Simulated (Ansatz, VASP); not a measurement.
## One calculation of ZnCd3O4, two programs

```
CELL_PARAMETERS angstrom
4.99873 0.00000 0.00000
0.00000 4.99873 0.00000
0.00000 0.00000 4.99873
ATOMIC_POSITIONS crystal
Zn 0.00000 0.00000 0.00000
Cd 0.00000 0.50000 0.50000
Cd 0.50000 0.00000 0.50000
Cd 0.50000 0.50000 0.00000
O 0.76782 0.76782 0.23218
O 0.76782 0.23218 0.76782
O 0.23218 0.76782 0.76782
O 0.23218 0.23218 0.23218
```

Alike in both runs: functional PBE; k mesh 8 × 8 × 8; occupations gaussian, width 0.1 eV; no spin polarisation.

Ansatz relaxed the structure, and its values are those at the end. VASP's run is a single point on that final structure, the one shown.

|  | VASP | Ansatz |
| --- | --- | --- |
| version | VASP 6.6.1 | Ansatz 0.2.0 |
| potentials or method | VASP PAW PBE potentials, release 64 (Zn, Cd, O), cutoff 520 eV | scalar-relativistic, plane waves, PAW |
| valence electrons in the cell | 72 | 96 |

VASP gave:

```
gap on the k mesh at the Fermi level (eV) : none
pressure (GPa)                            : 1.1
rms of the force components (eV/Å)        : 0.012
```

Task: What did Ansatz give for the same quantities?

Result: gap on the k mesh at the Fermi level (eV): none; pressure (GPa): 0.0; rms of the force components (eV/Å): 0.003.

A gap of «none» marks a metal or a gap that the smearing closes. The functional is the same, so the differences come from potentials, cutoffs and numerics. VASP's potentials hold 72 valence electrons a cell and Ansatz's 96, so a difference there can come from the potentials and not from the codes.
